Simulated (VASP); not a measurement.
# Se (R-3m) in VASP: notebook

Runs on Se. Level: PBEsol. Tasks: single point.

All numbers are computed with VASP 6.6.1; they aren't measurements. Logs are shortened: lines on timing, memory, paths and dates and some standing lists are left out, and cuts for length are marked.

### 1 The cell of the first run

Symmetry: R-3m, No. 166, trigonal system. Conventional cell: a = 3.689 Å, b = 3.689 Å, c = 2.535 Å, α = 90.00°, β = 90.00°, γ = 120.00°. Se (site symmetry -3m) has 14 Se at 2.29 to 2.72 Å within 3.0 Å.

### 2 Single point, PBEsol

Input file INCAR:

```
  PREC = Accurate
  ENCUT = 520
  EDIFF = 1E-7
  ISMEAR = -1
  SIGMA = 0.05
  LREAL = F
  LASPH = T
  NELM = 60
  ALGO = Normal
  ISIF = 2
  LWAVE = F
  LCHARG = F
  GGA = PS
  NBANDS = 9
```

Input file KPOINTS:

```
Automatic mesh
0
Gamma
  16 16 16
```

Input file POSCAR:

```
Se
1.0
    1.8446966450      1.0650358475      0.8448873542
   -1.8446966450      1.0650358475      0.8448873542
    0.0000000000     -2.1300726534      0.8448873542
Se
1
Direct
    0.0000000000      0.0000000000      0.0000000000
```

Potentials or basis: VASP PAW PBE potentials, release 64 (Se).

The run is started by

```
$ cat potpaw_PBE.64/Se/POTCAR > POTCAR
$ mpirun -np 1 vasp_std > vasp.out
```

OUTCAR:

```text
PREC = Accurate
   ENCUT = 520
   EDIFF = 1E-7
   ISMEAR = -1
   LREAL = F
   LASPH = T
   NELM = 60
   ISIF = 2
   GGA = PS

 ion  position               nearest neighbor table
   1  0.000  0.000  0.000-

  LATTYP: Found a trigonal (rhomboedric) cell.
 ALAT       =     2.2915156884
 COS(alpha) =    -0.2960876750

  Lattice vectors:

 A1 = (   1.8446966450,   1.0650358475,   0.8448873542)
 A2 = (  -1.8446966450,   1.0650358475,   0.8448873542)
 A3 = (   0.0000000000,  -2.1300726534,   0.8448873542)

Analysis of symmetry for initial positions (statically):
=====================================================================
 Subroutine PRICEL returns:
 Original cell was already a primitive cell.

 Routine SETGRP: Setting up the symmetry group for a
 trigonal (rhombohedral) supercell.

 Subroutine GETGRP returns: Found 12 space group operations
 (whereof 12 operations were pure point group operations)
 out of a pool of 12 trial point group operations.

The static configuration has the point symmetry D_3d.

Analysis of symmetry for dynamics (positions and initial velocities):
=====================================================================
 Subroutine PRICEL returns:
 Original cell was already a primitive cell.

 Routine SETGRP: Setting up the symmetry group for a
 trigonal (rhombohedral) supercell.

 Subroutine GETGRP returns: Found 12 space group operations
 (whereof 12 operations were pure point group operations)
 out of a pool of 12 trial point group operations.

The dynamic configuration has the point symmetry D_3d.

 Subroutine INISYM returns: Found 12 space group operations
 (whereof 12 operations are pure point group operations),
 and found     1 'primitive' translations

----------------------------------------------------------------------------------------

                                     Primitive cell

  volume of cell :       9.9595

  direct lattice vectors                    reciprocal lattice vectors
     1.844696645  1.065035847  0.844887354     0.271047276  0.156489208  0.394529971
    -1.844696645  1.065035847  0.844887354    -0.271047276  0.156489208  0.394529971
     0.000000000 -2.130072653  0.844887354     0.000000000 -0.312978417  0.394529793

  length of vectors
     2.291515156  2.291515156  2.291515688     0.503596461  0.503596461  0.503596314

  position of ions in fractional coordinates (direct lattice)
     0.000000000  0.000000000  0.000000000

  ion indices of the primitive-cell ions
   primitive index   ion index
[... 72 lines left out ...]
   NELM   =     60;   NELMIN=  2; NELMDL= -5     # of ELM steps
   EDIFF  = 0.1E-06   stopping-criterion for ELM
   LREAL  =      F    real-space projection
   EDIFFG = 0.1E-05   stopping-criterion for IOM
   NSW    =      0    number of steps for IOM
   IBRION =     -1    ionic relax: 0-MD 1-quasi-New 2-CG
   NFREE  =      0    steps in history (QN), initial steepest desc. (CG)
   ISIF   =      2    stress and relaxation
   ISYM   =      2    0-nonsym 1-usesym 2-fastsym
   POTIM  = 0.5000    time-step for ionic-motion
   TEBEG  =    0.0;   TEEND  =   0.0 temperature during run
   PSTRESS=    0.0 pullay stress
   NELECT =       6.0000    total number of electrons
   NUPDOWN=      -1.0000    fix difference up-down
   EMIN   =  10.00;   EMAX   =-10.00  energy-range for DOS
   EFERMI =   0.00;   METHOD = LEGACY
   ISMEAR =    -1;   SIGMA  =   0.05  broadening in eV -4-tet -1-fermi 0-gaus
   EFERMI_NEDOS =   21; number of points for ismear=-14 and -15
   IALGO  =     38    algorithm
   IMIX   =      4    mixing-type and parameters
     AMIX     =   0.40;   BMIX     =  1.00
     AMIX_MAG =   1.60;   BMIX_MAG =  1.00
  volume/ion in A,a.u.               =       9.96        67.21
  Fermi-wavevector in a.u.,A,eV,Ry     =   1.382650  2.612829 26.010527  1.911720
  Thomas-Fermi vector in A             =   2.507321
   LORBIT       =      0    0 simple, 1 ext, 2 COOP (PROOUT), +10 PAW based schemes
   GGA     = PS    functional components
   LHFCALC =     F    Hartree Fock is set to
   AEXX    =    0.0000 exact exchange contribution
   IVDW    =     0    specifies the selected vdW correction
   LEPSILON=     F    determine dielectric tensor
   LRPA    =     F    only Hartree local field effects (RPA)
 non-spin polarized calculation
  energy-cutoff  :      520.00
  volume of cell :        9.96
 maximum number of plane-waves:       278
 NGX is ok and might be reduce to    18
   NGX =  9   NGY =  9   NGZ =  9

 number of electron       6.0000000 magnetization

 Free energy of the ion-electron system (eV)
  ---------------------------------------------------
  ext. energy  EPLUGINS =         0.00000000
  ---------------------------------------------------
  free energy    TOTEN  =         0.58996203 eV

  energy without entropy =        0.59279020  energy(sigma->0) =        0.59137612

 E-fermi :  17.4860     XC(G=0): -14.1562

 val. band max:       17.4778688374   @ k =  -0.3750   0.3125   0.2500
 cond. band min:      17.4926976468   @ k =  -0.3125   0.3125   0.0000
 fundamental gap:      0.0148288093
 Fermi energy:        17.4859619822

 k-point     1 :       0.0000    0.0000    0.0000
  band No.  band energies     occupation
      1      -8.5137      2.00000
      2      24.1304      0.00000
      3      26.5933      0.00000
      4      26.5933      0.00000
      5      30.1886      0.00000
      6      30.1886      0.00000
      7      32.9715      0.00000
      8      36.3421      0.00000
      9      36.3421      0.00000
[... 265 lines left out ...]
 k-point    24 :      -0.0625    0.0625    0.0000
  band No.  band energies     occupation
      1      -8.3400      2.00000
      2      23.4942      0.00000
      3      25.4886      0.00000
      4      26.1197      0.00000
      5      30.7573      0.00000
      6      31.3700      0.00000
      7      31.5336      0.00000
      8      34.2755      0.00000
      9      34.7742      0.00000

 [... further k-points ...]
[... 5 lines left out ...]
  --------------------------------------------------------------------------------------
  -------------------------------------------------------------------------------------
  Total       15.7680898     15.7680917     14.6974651      0.0000000     -0.0000056      0.0000000
  in kB     2536.5901002   2536.5903975   2364.3602294      0.0000000     -0.0008940      0.0000000
  external PRESSURE =    2479.1802424 kB  Pullay stress =       0.0000000 kB

 VOLUME and BASIS-vectors are now :
 -----------------------------------------------------------------------------
  energy-cutoff  :      520.00
  volume of cell :        9.96
      direct lattice vectors                 reciprocal lattice vectors
     1.844696645  1.065035847  0.844887354     0.271047276  0.156489208  0.394529971
    -1.844696645  1.065035847  0.844887354    -0.271047276  0.156489208  0.394529971
     0.000000000 -2.130072653  0.844887354     0.000000000 -0.312978417  0.394529793

 POSITION                                       TOTAL-FORCE (eV/Angst)
 -----------------------------------------------------------------------------------
      0.00000      0.00000      0.00000         0.000000     -0.000000     -0.000000
 -----------------------------------------------------------------------------------
    total drift:                               -0.000000      0.000000      0.000000

  FREE ENERGIE OF THE ION-ELECTRON SYSTEM (eV)
  ---------------------------------------------------
  free  energy   TOTEN  =         0.5899620322 eV

  energy  without entropy=        0.5927902014  energy(sigma->0) =        0.59137612
```

OSZICAR:

```text
N       E                     dE             d eps       ncg     rms          rms(c)
DAV:   1     0.115603153574E+02    0.11560E+02   -0.35424E+03  7852   0.620E+02
DAV:   2     0.662254020519E+00   -0.10898E+02   -0.10533E+02 10431   0.849E+01
DAV:   3     0.524220046806E+00   -0.13803E+00   -0.13697E+00  8936   0.800E+00
DAV:   4     0.524117575131E+00   -0.10247E-03   -0.10247E-03 10089   0.204E-01
DAV:   5     0.524117556911E+00   -0.18220E-07   -0.17806E-07  8916   0.242E-03    0.137E+01
DAV:   6     0.566923842684E+00    0.42806E-01   -0.48527E-03  9425   0.481E-01    0.828E+00
DAV:   7     0.589847792963E+00    0.22924E-01   -0.87543E-03  9672   0.688E-01    0.963E-02
DAV:   8     0.589958351309E+00    0.11056E-03   -0.16603E-04  8451   0.850E-02    0.262E-02
DAV:   9     0.589961574729E+00    0.32234E-05   -0.73834E-06 10059   0.171E-02    0.631E-03
DAV:  10     0.589962032771E+00    0.45804E-06   -0.77146E-08  7387   0.232E-03    0.143E-03
DAV:  11     0.589962032213E+00   -0.55820E-09   -0.59329E-09  4522   0.507E-04
   1 F= 0.58996203E+00 E0= 0.59137612E+00  d E =-.282817E-02
```

stdout:

```text
POSCAR found type information on POSCAR Se
 POSCAR found :  1 types and       1 ions
 scaLAPACK will be used
 -----------------------------------------------------------------------------
|                                                                             |
|                                                                             |
|     You enforced a specific xc type in the INCAR file but a different       |
|     I HOPE YOU KNOW WHAT YOU ARE DOING!                                     |
|                                                                             |
 -----------------------------------------------------------------------------

 LDA part: xc-table for (Slater+PW92), standard interpolation
 POSCAR, INCAR and KPOINTS ok, starting setup
 FFT: planning ... GRIDC
 FFT: planning ... GRID_SOFT
 FFT: planning ... GRID
 WAVECAR not read
 entering main loop
```

It took 12 s on 1 thread of Intel Xeon 6975P-C (Granite Rapids), shared host; peak memory 0.15 GiB.

Results:

| Property | Result |
| --- | --- |
| Free energy | 0.5900 eV |
| Pressure | 247.9 GPa |
| Band gap on the k mesh | zero (band 3 reaches 26.59 eV, above the bottom of band 4 at 8.44 eV) |

Levels at points of the mesh, in eV from the Fermi level:
```csv
k point,band 1,band 2,band 3,band 4,band 5,band 6,band 7
"(0.00, 0.00, 0.00)",-26.00,6.64,9.11,9.11,12.70,12.70,15.49
"(0.50, 0.00, 0.00)",-17.49,-15.17,1.96,4.91,7.48,9.77,25.48
"(0.50, 0.50, 0.00)",-15.25,-14.52,-1.63,4.52,5.35,9.99,21.93
"(0.50, 0.50, 0.50)",-7.77,-7.77,-6.87,-5.74,-0.55,-0.55,26.31
```

Caveat: the PAW data sets were made with another functional, which shifts forces and pressure a little.

[end of part 1 of 2]
